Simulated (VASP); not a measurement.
Here is a VASP 6.6.1 calculation.

POSCAR

```
ZrS2
1.0
    3.6743990828      0.0000000000      0.0000000000
   -1.8371995414      3.1821229494      0.0000000000
    0.0000000000      0.0000000000      5.8568562426
Zr S
1 2
Direct
    0.0000000000      0.0000000000      0.0000000000
    0.3333333333      0.6666666667      0.2462324613
    0.6666666667      0.3333333333      0.7537675387
```

INCAR.step1

```
ALGO = Normal ; EDIFF = 1E-5
ENCUT = 400 ; GGA = PE
GGA_COMPAT = False ; ISIF = 2
ISMEAR = 0 ; LASPH = True
LREAL = False ; LWAVE = True
NBANDS = 19 ; NELM = 120
PREC = Accurate ; SIGMA = 0.01
```

INCAR.step2

```
AEXX = 0.1 ; ALGO = Normal
EDIFF = 1E-6 ; ENCUT = 400
GGA = PE ; GGA_COMPAT = False
HFSCREEN = 0.2078 ; ISIF = 2
ISMEAR = 0 ; ISTART = 1
LASPH = True ; LCHARG = True
LELF = True ; LHFCALC = True
LREAL = False ; LVHAR = True
LWAVE = False ; NBANDS = 19
NELM = 120 ; PREC = Accurate
PRECFOCK = Normal ; SIGMA = 0.01
```

KPOINTS

```
k-points
0
Gamma
  6 6 2
```

Potentials or basis: VASP PAW PBE potentials, release 64 (Zr_sv, S).

Launch:

```sh
$ cat potpaw_PBE.64/Zr_sv/POTCAR potpaw_PBE.64/S/POTCAR > POTCAR
$ cp INCAR.step1 INCAR
$ mpirun -np 1 vasp_std > vasp.out
$ cp INCAR.step2 INCAR
$ mpirun -np 1 vasp_std > vasp.out
```

Task: What does it give for the largest force?

Result: 0.059 eV/Å.

Task: What does it give for the pressure?

Result: 0.8 GPa.

Task: Estimate the band gap on the k mesh.

Result: 1.18 eV (least direct gap 1.84 eV).

Stress tensor (GPa, compression positive):
```
0.51 0.00 0.00
0.00 0.51 0.00
0.00 0.00 1.34
```

Caveat: the k points lie up to 0.54 Å⁻¹ apart; the PAW data sets were made with another functional, which shifts forces and pressure a little. A k mesh can miss the band edges.
